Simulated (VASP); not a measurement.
Here is a VASP 6.6.1 calculation.

INCAR

```
SYSTEM = Ag
PREC = Accurate
ENCUT = 520
EDIFF = 1E-6
ISMEAR = 0
SIGMA = 0.15
LREAL = .False.
LASPH = .True.
NELM = 80
ALGO = Fast
ISIF = 2
LWAVE = .False.
LCHARG = .True.
GGA = PE
LELF = .True.
LVHAR = .True.
NBANDS = 12
```

Contents of KPOINTS:

```
regular mesh
0
Gamma
  22 22 22
  0 0 0
```

Contents of POSCAR:

```
Ag
1.0
    0.0000000000      2.0431000000      2.0431000000
    2.0431000000      0.0000000000      2.0431000000
    2.0431000000      2.0431000000      0.0000000000
Ag
1
Direct
    0.0000000000      0.0000000000      0.0000000000
```

Potentials or basis: VASP PAW PBE potentials, release 64 (Ag).

The run is started by

```sh
$ cat potpaw_PBE.64/Ag/POTCAR > POTCAR
$ mpirun -np 1 vasp_std > vasp.out
```

(1) What does it give for the pressure?

Answers

(1) 4.6 GPa.
